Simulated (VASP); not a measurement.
# CdO (Fm-3m) in VASP: further runs

CdO is run at these levels: PBE; tasks: electric field gradients.

Program: VASP 6.6.1. These are calculated values, not measurements. Logs are shortened: lines on timing, memory, paths and dates and some standing lists are left out, and cuts for length are marked.

## 1. The cell of the first run

The structure is cubic, space group Fm-3m (No. 225). The conventional cell has a = 4.617 Å, b = 4.617 Å, c = 4.617 Å, α = 90.00°, β = 90.00°, γ = 90.00°. Within 3.1 Å of Cd (site symmetry m-3m) lie 6 O at 2.31 Å. Within 3.1 Å of O (site symmetry m-3m) lie 6 Cd at 2.31 Å.

## 2. Electric field gradients, PBE (12.30 Å³/atom)

INCAR

```
SYSTEM = CdO
  PREC = Accurate
  ENCUT = 520
  EDIFF = 1E-8
  ISMEAR = -1
  SIGMA = 0.02
  LREAL = .False.
  LASPH = .True.
  NELM = 120
  ALGO = Normal
  ISIF = 2
  LWAVE = .False.
  LCHARG = .False.
  GGA = PE
  LEFG = .True.
  NBANDS = 20
  GGA_COMPAT = .False.
```

KPOINTS

```
Automatic mesh
0
Gamma
  11 11 11
  0 0 0
```

POSCAR

```
CdO
1.0
    0.0000000000      2.3083431574      2.3083431574
    2.3083431574      0.0000000000      2.3083431574
    2.3083431574      2.3083431574      0.0000000000
Cd O
1 1
Direct
    0.0000000000      0.0000000000      0.0000000000
    0.5000000000      0.5000000000      0.5000000000
```

Potentials or basis: VASP PAW PBE potentials, release 64 (Cd_sv_GW, O).

Started as:

```console
$ cat potpaw_PBE.64/Cd_sv_GW/POTCAR potpaw_PBE.64/O/POTCAR > POTCAR
$ mpirun -np 1 vasp_std > vasp.out
```

OUTCAR:

```text
SYSTEM = CdO
   PREC = Accurate
   ENCUT = 520
   EDIFF = 1E-8
   ISMEAR = -1
   LREAL = .False.
   LASPH = .True.
   NELM = 120
   ISIF = 2
   GGA = PE

 ion  position               nearest neighbor table
   1  0.000  0.000  0.000-   2 2.31   2 2.31   2 2.31   2 2.31   2 2.31   2 2.31
   2  0.500  0.500  0.500-   1 2.31   1 2.31   1 2.31   1 2.31   1 2.31   1 2.31

  LATTYP: Found a face centered cubic cell.
 ALAT       =     4.6166863148

  Lattice vectors:

 A1 = (   0.0000000000,   2.3083431574,   2.3083431574)
 A2 = (   2.3083431574,   0.0000000000,   2.3083431574)
 A3 = (   2.3083431574,   2.3083431574,   0.0000000000)

Analysis of symmetry for initial positions (statically):
=====================================================================
 Subroutine PRICEL returns:
 Original cell was already a primitive cell.

 Routine SETGRP: Setting up the symmetry group for a
 face centered cubic supercell.

 Subroutine GETGRP returns: Found 48 space group operations
 (whereof 48 operations were pure point group operations)
 out of a pool of 48 trial point group operations.

The static configuration has the point symmetry O_h .

Analysis of symmetry for dynamics (positions and initial velocities):
=====================================================================
 Subroutine PRICEL returns:
 Original cell was already a primitive cell.

 Routine SETGRP: Setting up the symmetry group for a
 face centered cubic supercell.

 Subroutine GETGRP returns: Found 48 space group operations
 (whereof 48 operations were pure point group operations)
 out of a pool of 48 trial point group operations.

The dynamic configuration has the point symmetry O_h .

 Subroutine INISYM returns: Found 48 space group operations
 (whereof 48 operations are pure point group operations),
 and found     1 'primitive' translations

----------------------------------------------------------------------------------------

                                     Primitive cell

  volume of cell :      24.5998

  direct lattice vectors                    reciprocal lattice vectors
     0.000000000  2.308343157  2.308343157    -0.216605576  0.216605576  0.216605576
[... 118 lines left out ...]
  energy-cutoff  :      520.00
  volume of cell :       24.60
 maximum number of plane-waves:       673
   NGX = 13   NGY = 13   NGZ = 13

 number of electron      25.9999990 magnetization

 Free energy of the ion-electron system (eV)
  ---------------------------------------------------
  ext. energy  EPLUGINS =         0.00000000
  ---------------------------------------------------
  free energy    TOTEN  =        -7.71510646 eV

  energy without entropy =       -7.71495793  energy(sigma->0) =       -7.71503219

 E-fermi :   5.7134     XC(G=0): -12.2276

 val. band max:        5.6465237890   @ k =   0.4545   0.0000   0.0000
 cond. band min:       6.2325319504   @ k =   0.0909   0.0000   0.0000
 fundamental gap:      0.5860081614
 Fermi energy:         5.7133780528

 k-point     1 :       0.0000    0.0000    0.0000
  band No.  band energies     occupation
      1     -94.8051      2.00000
      2     -55.8957      2.00000
      3     -55.8957      2.00000
      4     -55.8957      2.00000
      5     -12.1016      2.00000
      6      -1.1478      2.00000
[... 541 lines left out ...]
     19      24.9279      0.00000
     20      27.1073      0.00000

 [... further k-points ...]

------------------------ aborting loop because EDIFF is reached ----------------------------------------

  FORCE on cell =-STRESS in cart. coord.  units (eV):
  Direction    XX          YY          ZZ          XY          YZ          ZX
  --------------------------------------------------------------------------------------
  -------------------------------------------------------------------------------------
  Total        1.9754196      1.9754196      1.9754196      0.0000000      0.0000000      0.0000000
  in kB      128.6586000    128.6586000    128.6586000      0.0000000      0.0000000      0.0000000
  external PRESSURE =     128.6586000 kB  Pullay stress =       0.0000000 kB

 VOLUME and BASIS-vectors are now :
 -----------------------------------------------------------------------------
  energy-cutoff  :      520.00
  volume of cell :       24.60
      direct lattice vectors                 reciprocal lattice vectors
     0.000000000  2.308343157  2.308343157    -0.216605576  0.216605576  0.216605576
     2.308343157  0.000000000  2.308343157     0.216605576 -0.216605576  0.216605576
     2.308343157  2.308343157  0.000000000     0.216605576  0.216605576 -0.216605576

 POSITION                                       TOTAL-FORCE (eV/Angst)
 -----------------------------------------------------------------------------------
      0.00000      0.00000      0.00000         0.000000      0.000000      0.000000
      2.30834      2.30834      2.30834        -0.000000     -0.000000     -0.000000
 -----------------------------------------------------------------------------------
    total drift:                                0.000000     -0.000000     -0.000000

  FREE ENERGIE OF THE ION-ELECTRON SYSTEM (eV)
  ---------------------------------------------------
  free  energy   TOTEN  =        -7.7151064626 eV

  energy  without entropy=       -7.7149579262  energy(sigma->0) =       -7.71503219

 Electric field gradients (V/A^2)
---------------------------------------------------------------------
 ion       V_xx      V_yy      V_zz      V_xy      V_xz      V_yz
---------------------------------------------------------------------
   1      -0.000     0.000    -0.000    -0.003    -0.003    -0.003
   2      -0.000     0.000     0.000     0.003     0.003     0.003
---------------------------------------------------------------------

 Electric field gradients after diagonalization (V/A^2)
 (convention: |V_zz| > |V_xx| > |V_yy|)
----------------------------------------------------------------------
 ion       V_xx      V_yy      V_zz     asymmetry (V_yy - V_xx)/ V_zz
----------------------------------------------------------------------
   1       0.003     0.003    -0.007       0.000
   2      -0.003    -0.003     0.007       0.000
----------------------------------------------------------------------

           NMR quadrupolar parameters

 Cq : quadrupolar parameter    Cq=e*Q*V_zz/h
 eta: asymmetry parameters     (V_yy - V_xx)/ V_zz
 Q  : nuclear electric quadrupole moment in mb (millibarn)
----------------------------------------------------------------------
 ion       Cq(MHz)       eta       Q (mb)
----------------------------------------------------------------------
   1      -0.000       0.000       1.000
   2       0.000       0.000       1.000
----------------------------------------------------------------------
```

Wall time 42 s (1 thread of AMD EPYC 7R43 (Zen 3), shared host); peak memory 0.13 GiB.

What came out:

* Free energy: -7.7151 eV
* Pressure: 12.9 GPa
* Band gap on the k mesh: zero (bands 13 and 14 overlap by 0.28 eV)
* Largest electric field gradient by atom: under 0.05 V/Å² on every atom

Caveat: the cell stands under pressure; semilocal functionals underestimate gaps, and a narrow one can read as zero.

## 3. Electric field gradients, PBE (13.27 Å³/atom)

This run uses another cell than the first one, of 13.27 Å³/atom.

INCAR

```
PREC = Accurate
ENCUT = 520
EDIFF = 1E-8
ISMEAR = -1
SIGMA = 0.02
LREAL = False
LASPH = True
NELM = 120
ALGO = Normal
ISIF = 2
LWAVE = False
LCHARG = False
GGA = PE
LEFG = True
NBANDS = 20
GGA_COMPAT = False
```

KPOINTS

```
regular mesh
0
Gamma
  11 11 11
```

POSCAR

```
CdO
1.0
    0.0000000000      2.3675570784      2.3675570784
    2.3675570784      0.0000000000      2.3675570784
    2.3675570784      2.3675570784      0.0000000000
Cd O
1 1
Direct
    0.0000000000      0.0000000000      0.0000000000
    0.5000000000      0.5000000000      0.5000000000
```

Potentials or basis: VASP PAW PBE potentials, release 64 (Cd_sv_GW, O).

Started as:

```console
$ cat potpaw_PBE.64/Cd_sv_GW/POTCAR potpaw_PBE.64/O/POTCAR > POTCAR
$ mpirun -np 1 vasp_std > vasp.out
```

OUTCAR:

```text
PREC = Accurate
   ENCUT = 520
   EDIFF = 1E-8
   ISMEAR = -1
   LREAL = False
   LASPH = True
   NELM = 120
   ISIF = 2
   GGA = PE

 ion  position               nearest neighbor table
   1  0.000  0.000  0.000-
   2  0.500  0.500  0.500-

  LATTYP: Found a face centered cubic cell.
 ALAT       =     4.7351141568

  Lattice vectors:

 A1 = (   0.0000000000,   2.3675570784,   2.3675570784)
 A2 = (   2.3675570784,   0.0000000000,   2.3675570784)
 A3 = (   2.3675570784,   2.3675570784,   0.0000000000)

Analysis of symmetry for initial positions (statically):
=====================================================================
 Subroutine PRICEL returns:
 Original cell was already a primitive cell.

 Routine SETGRP: Setting up the symmetry group for a
 face centered cubic supercell.

 Subroutine GETGRP returns: Found 48 space group operations
 (whereof 48 operations were pure point group operations)
 out of a pool of 48 trial point group operations.

The static configuration has the point symmetry O_h .

Analysis of symmetry for dynamics (positions and initial velocities):
=====================================================================
 Subroutine PRICEL returns:
 Original cell was already a primitive cell.

 Routine SETGRP: Setting up the symmetry group for a
 face centered cubic supercell.

 Subroutine GETGRP returns: Found 48 space group operations
 (whereof 48 operations were pure point group operations)
 out of a pool of 48 trial point group operations.

The dynamic configuration has the point symmetry O_h .

 Subroutine INISYM returns: Found 48 space group operations
 (whereof 48 operations are pure point group operations),
 and found     1 'primitive' translations

----------------------------------------------------------------------------------------

                                     Primitive cell

  volume of cell :      26.5419

  direct lattice vectors                    reciprocal lattice vectors
     0.000000000  2.367557078  2.367557078    -0.211188150  0.211188150  0.211188150
     2.367557078  0.000000000  2.367557078     0.211188150 -0.211188150  0.211188150
     2.367557078  2.367557078  0.000000000     0.211188150  0.211188150 -0.211188150

  length of vectors
     3.348231330  3.348231330  3.348231330     0.365788606  0.365788606  0.365788606

  position of ions in fractional coordinates (direct lattice)
     0.000000000  0.000000000  0.000000000
     0.500000000  0.500000000  0.500000000

  ion indices of the primitive-cell ions
   primitive index   ion index
                 1           1
                 2           2

----------------------------------------------------------------------------------------

 KPOINTS: regular mesh

Automatic generation of k-mesh.
 Grid dimensions read from file:
 generate k-points for:   11   11   11

[... 65 lines left out ...]
   EDIFFG = 0.1E-06   stopping-criterion for IOM
   NSW    =      0    number of steps for IOM
   IBRION =     -1    ionic relax: 0-MD 1-quasi-New 2-CG
   NFREE  =      0    steps in history (QN), initial steepest desc. (CG)
   ISIF   =      2    stress and relaxation
   ISYM   =      2    0-nonsym 1-usesym 2-fastsym
   POTIM  = 0.5000    time-step for ionic-motion
   TEBEG  =    0.0;   TEEND  =   0.0 temperature during run
   PSTRESS=    0.0 pullay stress
   NELECT =      26.0000    total number of electrons
   NUPDOWN=      -1.0000    fix difference up-down
   EMIN   =  10.00;   EMAX   =-10.00  energy-range for DOS
   EFERMI =   0.00;   METHOD = LEGACY
   ISMEAR =    -1;   SIGMA  =   0.02  broadening in eV -4-tet -1-fermi 0-gaus
   EFERMI_NEDOS =   21; number of points for ismear=-14 and -15
   IALGO  =     38    algorithm
   IMIX   =      4    mixing-type and parameters
     AMIX     =   0.40;   BMIX     =  1.00
     AMIX_MAG =   1.60;   BMIX_MAG =  1.00
  volume/ion in A,a.u.               =      13.27        89.56
  Fermi-wavevector in a.u.,A,eV,Ry     =   1.625881  3.072470 35.966863  2.643490
  Thomas-Fermi vector in A             =   2.718932
   LORBIT       =      0    0 simple, 1 ext, 2 COOP (PROOUT), +10 PAW based schemes
   GGA     = PE    functional components
   LHFCALC =     F    Hartree Fock is set to
   AEXX    =    0.0000 exact exchange contribution
   IVDW    =     0    specifies the selected vdW correction
   LEPSILON=     F    determine dielectric tensor
   LRPA    =     F    only Hartree local field effects (RPA)
 non-spin polarized calculation
  energy-cutoff  :      520.00
  volume of cell :       26.54
 maximum number of plane-waves:       728
 NGX is ok and might be reduce to    28
   NGX = 13   NGY = 13   NGZ = 13

 number of electron      26.0000009 magnetization

 Free energy of the ion-electron system (eV)
  ---------------------------------------------------
  ext. energy  EPLUGINS =         0.00000000
  ---------------------------------------------------
  free energy    TOTEN  =        -7.82079336 eV

  energy without entropy =       -7.82064142  energy(sigma->0) =       -7.82071739

 E-fermi :   4.7559     XC(G=0): -11.7799

 val. band max:        4.6862374904   @ k =   0.4545   0.0000   0.0000
 cond. band min:       5.1652628384   @ k =   0.0909   0.0000   0.0000
 fundamental gap:      0.4790253481
 Fermi energy:         4.7559493949

 k-point     1 :       0.0000    0.0000    0.0000
  band No.  band energies     occupation
      1     -95.7126      2.00000
      2     -56.7995      2.00000
      3     -56.7995      2.00000
      4     -56.7995      2.00000
      5     -12.4827      2.00000
      6      -1.9557      2.00000
[... 541 lines left out ...]
     19      23.2751      0.00000
     20      25.2490      0.00000

 [... further k-points ...]

------------------------ aborting loop because EDIFF is reached ----------------------------------------

  FORCE on cell =-STRESS in cart. coord.  units (eV):
  Direction    XX          YY          ZZ          XY          YZ          ZX
  --------------------------------------------------------------------------------------
  -------------------------------------------------------------------------------------
  Total        0.0664878      0.0664878      0.0664878      0.0000000      0.0000000     -0.0000000
  in kB        4.0134822      4.0134822      4.0134822      0.0000000      0.0000000     -0.0000000
  external PRESSURE =       4.0134822 kB  Pullay stress =       0.0000000 kB

 VOLUME and BASIS-vectors are now :
 -----------------------------------------------------------------------------
  energy-cutoff  :      520.00
  volume of cell :       26.54
      direct lattice vectors                 reciprocal lattice vectors
     0.000000000  2.367557078  2.367557078    -0.211188150  0.211188150  0.211188150
     2.367557078  0.000000000  2.367557078     0.211188150 -0.211188150  0.211188150
     2.367557078  2.367557078  0.000000000     0.211188150  0.211188150 -0.211188150

 POSITION                                       TOTAL-FORCE (eV/Angst)
 -----------------------------------------------------------------------------------
      0.00000      0.00000      0.00000         0.000000     -0.000000      0.000000
      2.36756      2.36756      2.36756        -0.000000      0.000000     -0.000000
 -----------------------------------------------------------------------------------
    total drift:                                0.000000      0.000000      0.000000

  FREE ENERGIE OF THE ION-ELECTRON SYSTEM (eV)
  ---------------------------------------------------
  free  energy   TOTEN  =        -7.8207933649 eV

  energy  without entropy=       -7.8206414246  energy(sigma->0) =       -7.82071739

 Electric field gradients (V/A^2)
---------------------------------------------------------------------
 ion       V_xx      V_yy      V_zz      V_xy      V_xz      V_yz
---------------------------------------------------------------------
   1      -0.000     0.000     0.000    -0.003    -0.003    -0.003
   2      -0.000    -0.000    -0.000     0.000     0.000     0.000
---------------------------------------------------------------------

 Electric field gradients after diagonalization (V/A^2)
 (convention: |V_zz| > |V_xx| > |V_yy|)
----------------------------------------------------------------------
 ion       V_xx      V_yy      V_zz     asymmetry (V_yy - V_xx)/ V_zz
----------------------------------------------------------------------
   1       0.003     0.003    -0.007       0.000
   2      -0.000    -0.000     0.000       0.000
----------------------------------------------------------------------

           NMR quadrupolar parameters

 Cq : quadrupolar parameter    Cq=e*Q*V_zz/h
 eta: asymmetry parameters     (V_yy - V_xx)/ V_zz
 Q  : nuclear electric quadrupole moment in mb (millibarn)
----------------------------------------------------------------------
 ion       Cq(MHz)       eta       Q (mb)
----------------------------------------------------------------------
   1      -0.000       0.000       1.000
   2       0.000       0.000       1.000
----------------------------------------------------------------------
```

stdout:

```text
POSCAR found type information on POSCAR CdO
 POSCAR found :  2 types and       2 ions
 scaLAPACK will be used
 LDA part: xc-table for (Slater+PW92), standard interpolation
 POSCAR, INCAR and KPOINTS ok, starting setup
 FFT: planning ... GRIDC
 FFT: planning ... GRID_SOFT
 FFT: planning ... GRID
 WAVECAR not read
 entering main loop
ion   1

ion   2
```

Run time: 100 s. Hardware: 1 thread of AMD EPYC, shared host; peak memory 0.15 GiB.

What came out:

```
Free energy                             : -7.8208 eV
Pressure                                : 0.4 GPa
Band gap on the k mesh                  : zero (bands 13 and 14 overlap by 0.43 eV)
Largest electric field gradient by atom : under 0.05 V/Å² on every atom
```

Caveat: semilocal functionals underestimate gaps, and a narrow one can read as zero.

(Continued in part 2 of 2.)

The gap in the log of VASP goes by the Fermi energy; the results here count the filled bands.